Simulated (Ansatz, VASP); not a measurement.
**Nb3N2 in VASP and in Ansatz**

```
CELL_PARAMETERS angstrom
-1.53787 2.20224 4.60784
1.53787 -2.20224 4.60784
1.53787 2.20224 -4.60784
ATOMIC_POSITIONS crystal
Nb 0.16492 0.66492 0.50000
Nb 0.83508 0.33508 0.50000
Nb 0.50000 0.00000 0.50000
N 0.33297 0.33297 0.00000
N 0.66703 0.66703 0.00000
```

Change from the starting cell: built by hand: Ti3N2-type vacancy-ordered rocksalt (MoPt2 order) (Immm, No. 71).

Alike in both runs: functional PBE; k mesh 12 × 12 × 12; occupations gaussian, width 0.1 eV; no spin polarisation.

Ansatz relaxed the structure, and its values are those at the end. VASP's run is a single point on that final structure, the one shown.

```csv
,VASP,Ansatz
version,VASP 6.6.1,Ansatz 0.2.0
potentials or method,"VASP PAW PBE potentials, release 64 (Nb_sv, N), cutoff 520 eV","scalar-relativistic, plane waves, PAW"
valence electrons in the cell,49,49
```

```csv
,VASP,Ansatz,Ansatz less VASP
gap on the k mesh at the Fermi level (eV),none,none,-
pressure (GPa),-0.5,0.0,+0.50
rms of the force components (eV/Å),0.003,0.000,-0.0029
```

A gap of «none» marks a metal or a gap that the smearing closes.
